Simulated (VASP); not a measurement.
A run of VASP 6.6.1 is set up as follows.

The input POSCAR:

```
Ti4C
1.0
    2.9357969433      0.0000000000      0.0000000000
   -1.4678984717      2.5424747333      0.0000000000
    0.0000000000      0.0000000000     25.9542893605
Ti C
4 1
Direct
    0.6666666666      0.3333333333      0.3274988531
    0.3333333333      0.6666666667      0.4168134331
    0.6665176310      0.3330352620      0.5045917310
   -0.0030174006     -0.0060348012      0.6054841824
   -0.3362235910     -0.6724471820      0.6360481073
```

INCAR.step1

```
SYSTEM = Ti4C
PREC     = Accurate       ! precision mode
ENCUT    = 520            ! plane-wave cutoff, eV
ISMEAR   = 0              ! smearing method
SIGMA    = 0.1            ! smearing width, eV
LREAL    = .False.        ! projectors in reciprocal space
LASPH    = .True.         ! aspherical terms in the spheres
NELM     = 80             ! most SCF steps
LDIPOL   = .True.       
IDIPOL   = 3            
DIPOL    = 0.5 0.5 0.498
NBANDS   = 34             ! bands
GGA      = PE             ! functional
ALGO     = Normal         ! electronic algorithm
EDIFF    = 1E-4           ! SCF threshold, eV
LWAVE    = .True.         ! write WAVECAR
LCHARG   = .False.        ! write CHGCAR
```

INCAR.step2

```
SYSTEM = Ti4C
PREC     = Accurate       ! precision mode
ENCUT    = 520            ! plane-wave cutoff, eV
EDIFF    = 1E-6           ! SCF threshold, eV
ISMEAR   = 0              ! smearing method
SIGMA    = 0.1            ! smearing width, eV
LREAL    = .False.        ! projectors in reciprocal space
LASPH    = .True.         ! aspherical terms in the spheres
NELM     = 80             ! most SCF steps
ALGO     = Normal         ! electronic algorithm
ISIF     = 2              ! what is computed and relaxed
LWAVE    = .False.        ! write WAVECAR
LCHARG   = .False.        ! write CHGCAR
LDIPOL   = .True.       
IDIPOL   = 3            
DIPOL    = 0.5 0.5 0.498
METAGGA  = R2SCAN         ! meta-GGA
LMIXTAU  = .True.       
NBANDS   = 34             ! bands
ISTART   = 1
```

KPOINTS

```
regular mesh
0
Gamma
  12 12 1
  0 0 0
```

Potentials or basis: VASP PAW PBE potentials, release 64 (Ti_sv, C).

The run is started by

```sh
$ cat potpaw_PBE.64/Ti_sv/POTCAR potpaw_PBE.64/C/POTCAR > POTCAR
$ cp INCAR.step1 INCAR
$ mpirun -np 1 vasp_std > vasp.out
$ cp INCAR.step2 INCAR
$ mpirun -np 1 vasp_std > vasp.out
```

**Question.** Estimate the band gap on the k mesh.

**Answer.** Zero (bands 26 and 27 overlap by 0.70 eV).

**Question.** Estimate the largest force.

**Answer.** 0.348 eV/Å.

Forces in eV/Å, atoms in the order of the input:
```
Ti   0.000 -0.001  0.328
Ti   0.000  0.001 -0.348
Ti   0.000 -0.007  0.003
Ti   0.000  0.020 -0.090
C    0.000 -0.013  0.108
```

Caveat: the PAW data sets were made with another functional, which shifts forces and pressure a little.
